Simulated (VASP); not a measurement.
Here is a VASP 6.6.1 calculation.

Contents of INCAR:

```
SYSTEM = Ag
PREC = Accurate
ENCUT = 520
EDIFF = 1E-6
ISMEAR = 1
SIGMA = 0.05
LREAL = .FALSE.
LASPH = .TRUE.
NELM = 80
ALGO = Normal
ISIF = 2
LWAVE = .FALSE.
LCHARG = .TRUE.
LELF = .TRUE.
LVHAR = .TRUE.
NBANDS = 12
```

KPOINTS

```
regular mesh
0
G
  18 18 18
  0 0 0
```

File POSCAR:

```
Ag
1.0
    0.0000000000      2.0010040234      2.0010040234
    2.0010040234      0.0000000000      2.0010040234
    2.0010040234      2.0010040234      0.0000000000
Ag
1
Direct
    0.0000000000      0.0000000000      0.0000000000
```

Potentials or basis: VASP PAW LDA potentials, release 64 (Ag).

The run is started by

```console
$ cat potpaw_LDA.64/Ag/POTCAR > POTCAR
$ mpirun -np 1 vasp_std > vasp.out
```

**Question.** Estimate the band gap on the k mesh.

**Answer.** Zero (an odd number of electrons rules out a gap without spin polarisation).

**Question.** Predict the pressure.

**Answer.** 0.1 GPa.
